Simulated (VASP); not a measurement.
Wanted: the native input for a VASP 6.6.1 run.

```yaml
Task: single point
Functional: PBEsol
Potentials_or_basis: VASP PAW PBE potentials, release 64 (Fe, O)
Cutoff: 520 eV
k_mesh: 8 × 8 × 8
Occupations: gaussian, width 0.05 eV
Spin: collinear spin, ferromagnetic start
Starting_moments: "[3.79, 0.2] μB"
Hubbard_terms: Fe d U = 5.0 eV
Dipole_correction: no
Further_INCAR_settings: ALGO = Normal; EDIFF = 1e-06; NBANDS = 18
```

The structure of FeO lies in POSCAR:

```
FeO
1.0
    0.0000000000      2.1554001600      2.1554001600
    2.1554001600      0.0000000000      2.1554001600
    2.1554001600      2.1554001600      0.0000000000
Fe O
1 1
Direct
    0.0000000000      0.0000000000      0.0000000000
    0.5000000000      0.5000000000      0.5000000000
```

These files were run (other wordings do the same):

INCAR

```
PREC = Accurate ; ENCUT = 520
EDIFF = 1E-6 ; ISMEAR = 0
SIGMA = 0.05 ; LREAL = False
LASPH = True ; NELM = 150
ALGO = Normal ; ISIF = 2
LWAVE = False ; LCHARG = False
ISPIN = 2 ; MAGMOM = 3.79 0.2
LORBIT = 11 ; LMAXMIX = 4
LDAU = True ; LDAUTYPE = 2
LDAUL = 2 -1 ; LDAUU = 5 0
LDAUJ = 0 0 ; LDAUPRINT = 1
GGA = PS ; NBANDS = 18
```

KPOINTS

```
Automatic mesh
0
Gamma
  8 8 8
```

Potentials or basis: VASP PAW PBE potentials, release 64 (Fe, O).

Command:

```bash
$ cat potpaw_PBE.64/Fe/POTCAR potpaw_PBE.64/O/POTCAR > POTCAR
$ mpirun -np 1 vasp_std > vasp.out
```

It gave:

| Item | Value |
| --- | --- |
| Pressure | -8.8 GPa |
| Band gap on the k mesh | zero (filled and empty bands overlap) |
| Net moment | 4.00 μB per cell |
| Site moments | Fe +3.86; O +0.18 μB |
| Valence electrons inside the program's atomic spheres | Fe 6.75; O 4.99 |

Caveat: the PAW data sets were made with another functional, which shifts forces and pressure a little; a cell with one magnetic atom can't hold antiferromagnetic order, which such compounds often take.

Wall time 21 s on 1 thread of Intel Xeon 6975P-C, with other jobs on the host, peak memory 0.15 GiB.
